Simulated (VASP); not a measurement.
# SiGe5 (P-3m1) in VASP: a series of runs

The runs below take SiGe5 through single point, with PBE.

Everything below comes from runs of VASP 6.6.1. Logs are shortened: lines on timing, memory, paths and dates and some standing lists are left out, and cuts for length are marked.

**1. The cell of the first run**

Symmetry: P-3m1, No. 164, trigonal system. Conventional cell: a = 2.974 Å, b = 2.974 Å, c = 14.570 Å, α = 90.00°, β = 90.00°, γ = 120.00°. Within 3.9 Å of Si (site symmetry -3m) lie 6 Si at 2.97 Å and 6 Ge at 2.97 Å. Ge (site symmetry 3m) has 12 Ge at 2.97 Å within 3.9 Å. Within 3.9 Å of Ge (site symmetry 3m) lie 9 Ge at 2.97 Å and 3 Si at 2.97 Å. Ge (site symmetry -3m) has 12 Ge at 2.97 Å within 3.9 Å.

**2. Single point, PBE**

File INCAR:

```
SYSTEM = SiGe5
ALGO = Normal ; EDIFF = 1E-7
ENCUT = 520 ; GGA = PE
ISIF = 2 ; ISMEAR = 0
LASPH = .True. ; LCHARG = .False.
LREAL = .False. ; LWAVE = .False.
NBANDS = 46 ; NELM = 100
PREC = Accurate ; SIGMA = 0.1
```

File KPOINTS:

```
k-points
0
Gamma
  6 6 2
  0 0 0
```

File POSCAR:

```
SiGe5
1.0
    2.9741705000      0.0000000000      0.0000000000
   -1.4870852500      2.5757072100      0.0000000000
    0.0000000000      0.0000000000     14.5704002900
Si Ge
1 5
Direct
    0.0000000000      0.0000000000      0.5000000000
    0.3333333300      0.6666666700      0.8333333300
    0.6666666700      0.3333333300      0.6666666700
    0.3333333300      0.6666666700      0.3333333300
    0.6666666700      0.3333333300      0.1666666700
    0.0000000000      0.0000000000      0.0000000000
```

Potentials or basis: VASP PAW PBE potentials, release 64 (Si, Ge_d).

On the command line:

```bash
$ cat potpaw_PBE.64/Si/POTCAR potpaw_PBE.64/Ge_d/POTCAR > POTCAR
$ mpirun -np 1 vasp_std > vasp.out
```

OUTCAR:

```text
SYSTEM = SiGe5
   EDIFF = 1E-7
   ENCUT = 520
   GGA = PE
   ISIF = 2
   ISMEAR = 0
   LASPH = .True.
   LREAL = .False.
   NELM = 100
   PREC = Accurate

 ion  position               nearest neighbor table
   1  0.000  0.000  0.500-   3 2.97   4 2.97   3 2.97   4 2.97   3 2.97   4 2.97
   2  0.333  0.667  0.833-
   3  0.667  0.333  0.667-   1 2.97   1 2.97   1 2.97
   4  0.333  0.667  0.333-   1 2.97   1 2.97   1 2.97
   5  0.667  0.333  0.167-
   6  0.000  0.000  0.000-

  LATTYP: Found a hexagonal cell.
 ALAT       =     2.9741705000
 C/A-ratio  =     4.8989794936

  Lattice vectors:

 A1 = (   2.9741705000,   0.0000000000,   0.0000000000)
 A2 = (  -1.4870852500,   2.5757072100,   0.0000000000)
 A3 = (   0.0000000000,   0.0000000000,  14.5704002900)

Analysis of symmetry for initial positions (statically):
=====================================================================
 Subroutine PRICEL returns:
 Original cell was already a primitive cell.

 Routine SETGRP: Setting up the symmetry group for a
 hexagonal supercell.

 Subroutine GETGRP returns: Found 12 space group operations
 (whereof 12 operations were pure point group operations)
 out of a pool of 24 trial point group operations.

The static configuration has the point symmetry D_3d.

Analysis of symmetry for dynamics (positions and initial velocities):
=====================================================================
 Subroutine PRICEL returns:
 Original cell was already a primitive cell.

 Routine SETGRP: Setting up the symmetry group for a
 hexagonal supercell.

 Subroutine GETGRP returns: Found 12 space group operations
 (whereof 12 operations were pure point group operations)
 out of a pool of 24 trial point group operations.

The dynamic configuration has the point symmetry D_3d.

 Subroutine INISYM returns: Found 12 space group operations
 (whereof 12 operations are pure point group operations),
 and found     1 'primitive' translations

----------------------------------------------------------------------------------------

                                     Primitive cell

  volume of cell :     111.6179

  direct lattice vectors                    reciprocal lattice vectors
     2.974170500  0.000000000  0.000000000     0.336228202  0.194121443  0.000000000
    -1.487085250  2.575707210  0.000000000     0.000000000  0.388242886  0.000000000
     0.000000000  0.000000000 14.570400290     0.000000000  0.000000000  0.068632294

  length of vectors
     2.974170500  2.974170502 14.570400290     0.388242886  0.388242886  0.068632294

  position of ions in fractional coordinates (direct lattice)
     0.000000000  0.000000000  0.500000000
     0.333333330  0.666666670  0.833333330
     0.666666670  0.333333330  0.666666670
     0.333333330  0.666666670  0.333333330
     0.666666670  0.333333330  0.166666670
     0.000000000  0.000000000  0.000000000

  ion indices of the primitive-cell ions
   primitive index   ion index
                 1           1
                 2           2
                 3           3
                 4           4
                 5           5
                 6           6

----------------------------------------------------------------------------------------

 KPOINTS: k-points

Automatic generation of k-mesh.
 Grid dimensions read from file:
 generate k-points for:    6    6    2

 Generating k-lattice:

  Cartesian coordinates                     Fractional coordinates (reciprocal lattice)
     0.056038034  0.032353574  0.000000000     0.166666667  0.000000000  0.000000000
     0.000000000  0.064707148  0.000000000     0.000000000  0.166666667  0.000000000
     0.000000000  0.000000000  0.034316147     0.000000000  0.000000000  0.500000000

  Length of vectors
     0.064707148  0.064707148  0.034316147

  Shift w.r.t. Gamma in fractional coordinates (k-lattice)
     0.000000000  0.000000000  0.000000000

 Subroutine IBZKPT returns following result:
 ===========================================

 Found     14 irreducible k-points:

 Following reciprocal coordinates:
            Coordinates               Weight
  0.000000  0.000000  0.000000      1.000000
  0.166667 -0.000000  0.000000      6.000000
  0.333333  0.000000  0.000000      6.000000
  0.500000 -0.000000  0.000000      3.000000
  0.166667  0.166667  0.000000      6.000000
  0.333333  0.166667  0.000000     12.000000
  0.333333  0.333333  0.000000      2.000000
  0.000000  0.000000  0.500000      1.000000
  0.166667 -0.000000  0.500000      6.000000
  0.333333  0.000000  0.500000      6.000000
  0.500000 -0.000000  0.500000      3.000000
  0.166667  0.166667  0.500000      6.000000
  0.333333  0.166667  0.500000     12.000000
  0.333333  0.333333  0.500000      2.000000
   k-points           NKPTS =     14   k-points in BZ     NKDIM =     14   number of bands    NBANDS=     46
   number of dos      NEDOS =    301   number of ions     NIONS =      6
   total plane-waves  NPLWV =  62208
   dimension x,y,z NGX =    24 NGY =   24 NGZ =  108
   dimension x,y,z NGXF=    48 NGYF=   48 NGZF=  216
   ions per type =               1   5
   NGX,Y,Z   is equivalent  to a cutoff of  13.42, 13.42, 12.32 a.u.
   NGXF,Y,Z  is equivalent  to a cutoff of  26.83, 26.83, 24.65 a.u.
 SYSTEM =  SiGe5
   PREC   = accura    normal or accurate (medium, high low for compatibility)
   ISTART =      0    job   : 0-new  1-cont  2-samecut
   ICHARG =      2    charge: 1-file 2-atom 10-const
   ISPIN  =      1    spin polarized calculation?
   LNONCOLLINEAR =      F non collinear calculations
   LSORBIT =      F    spin-orbit coupling
   LASPH  =      T    aspherical Exc in radial PAW
   ENCUT  =  520.0 eV  38.22 Ry    6.18 a.u.   5.53  5.53 27.09*2*pi/ulx,y,z
   NELM   =    100;   NELMIN=  2; NELMDL= -5     # of ELM steps
   EDIFF  = 0.1E-06   stopping-criterion for ELM
   LREAL  =      F    real-space projection
   EDIFFG = 0.1E-05   stopping-criterion for IOM
   NSW    =      0    number of steps for IOM
   IBRION =     -1    ionic relax: 0-MD 1-quasi-New 2-CG
   NFREE  =      0    steps in history (QN), initial steepest desc. (CG)
   ISIF   =      2    stress and relaxation
   ISYM   =      2    0-nonsym 1-usesym 2-fastsym
   POTIM  = 0.5000    time-step for ionic-motion
   TEBEG  =    0.0;   TEEND  =   0.0 temperature during run
   PSTRESS=    0.0 pullay stress
   NELECT =      74.0000    total number of electrons
   NUPDOWN=      -1.0000    fix difference up-down
   EMIN   =  10.00;   EMAX   =-10.00  energy-range for DOS
   EFERMI =   0.00;   METHOD = LEGACY
   ISMEAR =     0;   SIGMA  =   0.10  broadening in eV -4-tet -1-fermi 0-gaus
   EFERMI_NEDOS =   21; number of points for ismear=-14 and -15
   IALGO  =     38    algorithm
   IMIX   =      4    mixing-type and parameters
     AMIX     =   0.40;   BMIX     =  1.00
     AMIX_MAG =   1.60;   BMIX_MAG =  1.00
  volume/ion in A,a.u.               =      18.60       125.54
  Fermi-wavevector in a.u.,A,eV,Ry     =   1.427493  2.697571 27.725103  2.037738
  Thomas-Fermi vector in A             =   2.547657
   LORBIT       =      0    0 simple, 1 ext, 2 COOP (PROOUT), +10 PAW based schemes
   GGA     = PE    functional components
   LHFCALC =     F    Hartree Fock is set to
   AEXX    =    0.0000 exact exchange contribution
   IVDW    =     0    specifies the selected vdW correction
   LEPSILON=     F    determine dielectric tensor
   LRPA    =     F    only Hartree local field effects (RPA)
 non-spin polarized calculation
 Gauss-broadening in eV      SIGMA  =   0.10
  energy-cutoff  :      520.00
  volume of cell :      111.62
 maximum number of plane-waves:      3066
 NGX is ok and might be reduce to    24
   NGX = 11   NGY = 11   NGZ = 55

 number of electron      73.9999946 magnetization

 Free energy of the ion-electron system (eV)
  ---------------------------------------------------
  ext. energy  EPLUGINS =         0.00000000
  ---------------------------------------------------
  free energy    TOTEN  =       -25.24716717 eV

  energy without entropy =      -25.22518105  energy(sigma->0) =      -25.23617411

 E-fermi :   7.0702     XC(G=0): -11.1706

 val. band max:        7.0525284675   @ k =   0.1667   0.1667   0.0000
 cond. band min:       7.0827090074   @ k =   0.1667   0.1667   0.5000
 fundamental gap:      0.0301805399
 Fermi energy:         7.0701781102

 k-point     1 :       0.0000    0.0000    0.0000
  band No.  band energies     occupation
      1     -17.7531      2.00000
      2     -17.7527      2.00000
      3     -17.7527      2.00000
      4     -17.7523      2.00000
      5     -17.7484      2.00000
      6     -17.7484      2.00000
[... 38 lines left out ...]
     45      15.1901      0.00000
     46      15.1901      0.00000

 k-point     2 :       0.1667   -0.0000    0.0000
  band No.  band energies     occupation
      1     -17.7657      2.00000
      2     -17.7618      2.00000
      3     -17.7467      2.00000
      4     -17.7404      2.00000
      5     -17.7374      2.00000
      6     -17.7336      2.00000
[... 38 lines left out ...]
     45      13.3309      0.00000
     46      14.1266      0.00000

 k-point     3 :       0.3333    0.0000    0.0000
  band No.  band energies     occupation
      1     -17.7908      2.00000
      2     -17.7792      2.00000
      3     -17.7555      2.00000
      4     -17.7515      2.00000
      5     -17.7408      2.00000
      6     -17.7360      2.00000
[... 38 lines left out ...]
     45      12.7354      0.00000
     46      12.8528      0.00000

 k-point     4 :       0.5000   -0.0000    0.0000
  band No.  band energies     occupation
      1     -17.8025      2.00000
      2     -17.7873      2.00000
      3     -17.7674      2.00000
      4     -17.7576      2.00000
      5     -17.7497      2.00000
      6     -17.7430      2.00000
[... 38 lines left out ...]
     45      10.3761      0.00000
     46      12.1881      0.00000

 k-point     5 :       0.1667    0.1667    0.0000
  band No.  band energies     occupation
      1     -17.7635      2.00000
      2     -17.7600      2.00000
      3     -17.7552      2.00000
      4     -17.7421      2.00000
      5     -17.7394      2.00000
      6     -17.7392      2.00000
[... 38 lines left out ...]
     45      12.0910      0.00000
     46      12.1167      0.00000

 k-point     6 :       0.3333    0.1667    0.0000
  band No.  band energies     occupation
      1     -17.7789      2.00000
      2     -17.7615      2.00000
      3     -17.7537      2.00000
      4     -17.7496      2.00000
      5     -17.7443      2.00000
      6     -17.7373      2.00000
[... 38 lines left out ...]
     45       9.5390      0.00000
     46      10.1580      0.00000

 k-point     7 :       0.3333    0.3333    0.0000
  band No.  band energies     occupation
      1     -17.7574      2.00000
      2     -17.7574      2.00000
      3     -17.7565      2.00000
      4     -17.7401      2.00000
      5     -17.7253      2.00000
      6     -17.7253      2.00000
[... 38 lines left out ...]
     45       8.9316      0.00000
     46       8.9548      0.00000

 k-point     8 :       0.0000    0.0000    0.5000
  band No.  band energies     occupation
      1     -17.7531      2.00000
      2     -17.7527      2.00000
      3     -17.7527      2.00000
      4     -17.7523      2.00000
      5     -17.7484      2.00000
      6     -17.7484      2.00000
[... 38 lines left out ...]
     45      14.6581      0.00000
     46      15.6968      0.00000

 k-point     9 :       0.1667   -0.0000    0.5000
  band No.  band energies     occupation
      1     -17.7657      2.00000
      2     -17.7618      2.00000
      3     -17.7467      2.00000
      4     -17.7405      2.00000
      5     -17.7374      2.00000
      6     -17.7336      2.00000
[... 38 lines left out ...]
     45      13.5503      0.00000
     46      14.0622      0.00000

 k-point    10 :       0.3333    0.0000    0.5000
  band No.  band energies     occupation
      1     -17.7908      2.00000
      2     -17.7792      2.00000
      3     -17.7555      2.00000
      4     -17.7515      2.00000
      5     -17.7408      2.00000
      6     -17.7360      2.00000
[... 38 lines left out ...]
     45      11.6803      0.00000
     46      11.8026      0.00000

 k-point    11 :       0.5000   -0.0000    0.5000
  band No.  band energies     occupation
      1     -17.8025      2.00000
      2     -17.7873      2.00000
      3     -17.7674      2.00000
      4     -17.7576      2.00000
      5     -17.7497      2.00000
      6     -17.7429      2.00000
[... 38 lines left out ...]
     45      11.1776      0.00000
     46      12.6375      0.00000

 k-point    12 :       0.1667    0.1667    0.5000
  band No.  band energies     occupation
      1     -17.7635      2.00000
      2     -17.7600      2.00000
      3     -17.7552      2.00000
      4     -17.7421      2.00000
      5     -17.7394      2.00000
      6     -17.7392      2.00000
[... 38 lines left out ...]
     45      11.2240      0.00000
     46      11.5376      0.00000

 k-point    13 :       0.3333    0.1667    0.5000
  band No.  band energies     occupation
      1     -17.7789      2.00000
      2     -17.7615      2.00000
      3     -17.7537      2.00000
      4     -17.7496      2.00000
      5     -17.7443      2.00000
      6     -17.7373      2.00000
[... 38 lines left out ...]
     45       9.9521      0.00000
     46      10.2294      0.00000

 k-point    14 :       0.3333    0.3333    0.5000
  band No.  band energies     occupation
      1     -17.7574      2.00000
      2     -17.7574      2.00000
      3     -17.7564      2.00000
      4     -17.7402      2.00000
      5     -17.7253      2.00000
      6     -17.7253      2.00000
[... 38 lines left out ...]
     45      10.1404      0.00000
     46      10.1404      0.00000

------------------------ aborting loop because EDIFF is reached ----------------------------------------

  FORCE on cell =-STRESS in cart. coord.  units (eV):
  Direction    XX          YY          ZZ          XY          YZ          ZX
  --------------------------------------------------------------------------------------
  -------------------------------------------------------------------------------------
  Total        2.0319419      2.0319419      0.2556656      0.0000000      0.0000000      0.0000000
  in kB       29.1667497     29.1667498      3.6698561      0.0000000      0.0000000      0.0000000
  external PRESSURE =      20.6677852 kB  Pullay stress =       0.0000000 kB

 VOLUME and BASIS-vectors are now :
 -----------------------------------------------------------------------------
  energy-cutoff  :      520.00
  volume of cell :      111.62
      direct lattice vectors                 reciprocal lattice vectors
     2.974170500  0.000000000  0.000000000     0.336228202  0.194121443  0.000000000
    -1.487085250  2.575707210  0.000000000     0.000000000  0.388242886  0.000000000
     0.000000000  0.000000000 14.570400290     0.000000000  0.000000000  0.068632294

 POSITION                                       TOTAL-FORCE (eV/Angst)
 -----------------------------------------------------------------------------------
      0.00000      0.00000      7.28520         0.000000      0.000000     -0.000000
     -0.00000      1.71714     12.14200        -0.000000      0.000000      0.004353
      1.48709      0.85857      9.71360         0.000000      0.000000     -0.348492
     -0.00000      1.71714      4.85680        -0.000000     -0.000000      0.348492
      1.48709      0.85857      2.42840         0.000000     -0.000000     -0.004353
      0.00000      0.00000      0.00000         0.000000      0.000000     -0.000000
 -----------------------------------------------------------------------------------
    total drift:                               -0.000000      0.000000      0.000000

  FREE ENERGIE OF THE ION-ELECTRON SYSTEM (eV)
  ---------------------------------------------------
  free  energy   TOTEN  =       -25.2471671708 eV

  energy  without entropy=      -25.2251810452  energy(sigma->0) =      -25.23617411
```

Run time: 51 s. Hardware: 1 thread of AMD EPYC 9R45 (Zen 5), shared host; peak memory 0.21 GiB.

What came out:

```
Free energy            : -25.2472 eV
Pressure               : 2.1 GPa
Largest force          : 0.348 eV/Å
Band gap on the k mesh : zero (band 37 reaches 13.85 eV, above the bottom of band 38 at 4.59 eV)
```

Forces on the atoms (eV/Å):
```
Si   0.000  0.000  0.000
Ge   0.000  0.000  0.004
Ge   0.000  0.000 -0.348
Ge   0.000  0.000  0.348
Ge   0.000  0.000 -0.004
Ge   0.000  0.000  0.000
```

Stress tensor (GPa, compression positive):
```
2.92 0.00 0.00
0.00 2.92 0.00
0.00 0.00 0.37
```

Caveat: the k points lie up to 0.41 Å⁻¹ apart.

**3. Single point, PBE**

This run uses another cell than the first one, of 18.95 Å³/atom, 1.019 times its volume.

File INCAR:

```
SYSTEM = SiGe5
  PREC = Accurate
  ENCUT = 520
  EDIFF = 1E-6
  ISMEAR = 0
  SIGMA = 0.1
  LREAL = .FALSE.
  LASPH = .TRUE.
  NELM = 100
  ALGO = Normal
  ISIF = 2
  LWAVE = .FALSE.
  LCHARG = .FALSE.
  GGA = PE
  NBANDS = 46
```

File KPOINTS:

```
regular mesh
0
G
  12 12 4
  0 0 0
```

File POSCAR:

```
SiGe5
1.0
    3.0256151025      0.0000000000      0.0000000000
   -1.5128075512      2.6202595408      0.0000000000
    0.0000000000      0.0000000000     14.3418357410
Si Ge
1 5
Direct
    0.0000000000      0.0000000000      0.5000000000
    0.3333333333      0.6666666667      0.8358853634
    0.6666666667      0.3333333333      0.6507611974
    0.3333333333      0.6666666667      0.3492388026
    0.6666666667      0.3333333333      0.1641146366
    0.0000000000      0.0000000000      0.0000000000
```

Potentials or basis: VASP PAW PBE potentials, release 64 (Si, Ge_d).

On the command line:

```bash
$ cat potpaw_PBE.64/Si/POTCAR potpaw_PBE.64/Ge_d/POTCAR > POTCAR
$ mpirun -np 1 vasp_std > vasp.out
```

OUTCAR:

```text
SYSTEM = SiGe5
   PREC = Accurate
   ENCUT = 520
   EDIFF = 1E-6
   ISMEAR = 0
   LREAL = .FALSE.
   LASPH = .TRUE.
   NELM = 100
   ISIF = 2
   GGA = PE

 ion  position               nearest neighbor table
   1  0.000  0.000  0.500-   3 2.78   4 2.78   4 2.78   3 2.78   3 2.78   4 2.78
   2  0.333  0.667  0.836-
   3  0.667  0.333  0.651-   1 2.78   1 2.78   1 2.78
   4  0.333  0.667  0.349-   1 2.78   1 2.78   1 2.78
   5  0.667  0.333  0.164-
   6  0.000  0.000  0.000-
[... 1384 lines left out ...]
  -------------------------------------------------------------------------------------
  Total        0.0779602      0.0779602      0.0984960      0.0000000      0.0000000      0.0000000
  in kB        1.0985519      1.0985519      1.3879268      0.0000000      0.0000000      0.0000000
  external PRESSURE =       1.1950102 kB  Pullay stress =       0.0000000 kB

 VOLUME and BASIS-vectors are now :
 -----------------------------------------------------------------------------
  energy-cutoff  :      520.00
  volume of cell :      113.70
      direct lattice vectors                 reciprocal lattice vectors
     3.025615103  0.000000000  0.000000000     0.330511306  0.190820792  0.000000000
    -1.512807551  2.620259541  0.000000000     0.000000000  0.381641583  0.000000000
     0.000000000  0.000000000 14.341835741     0.000000000  0.000000000  0.069726081

 POSITION                                       TOTAL-FORCE (eV/Angst)
 -----------------------------------------------------------------------------------
      0.00000      0.00000      7.17092         0.000000      0.000000      0.000000
     -0.00000      1.74684     11.98813        -0.000000     -0.000000     -0.001414
      1.51281      0.87342      9.33311        -0.000000      0.000000     -0.000184
     -0.00000      1.74684      5.00873         0.000000     -0.000000      0.000184
      1.51281      0.87342      2.35371         0.000000      0.000000      0.001414
      0.00000      0.00000      0.00000         0.000000      0.000000      0.000000
 -----------------------------------------------------------------------------------
    total drift:                               -0.000000      0.000000      0.000000

  FREE ENERGIE OF THE ION-ELECTRON SYSTEM (eV)
  ---------------------------------------------------
  free  energy   TOTEN  =       -25.7016154419 eV

  energy  without entropy=      -25.6904869539  energy(sigma->0) =      -25.69605120
```

Run time: 2.6 min. Hardware: 1 thread of AMD EPYC 9R45 (Zen 5), shared host; peak memory 0.36 GiB.

What came out:

- Free energy: -25.7016 eV
- Pressure: 0.1 GPa
- Band gap on the k mesh: zero (band 37 reaches 12.58 eV, above the bottom of band 38 at 4.69 eV)
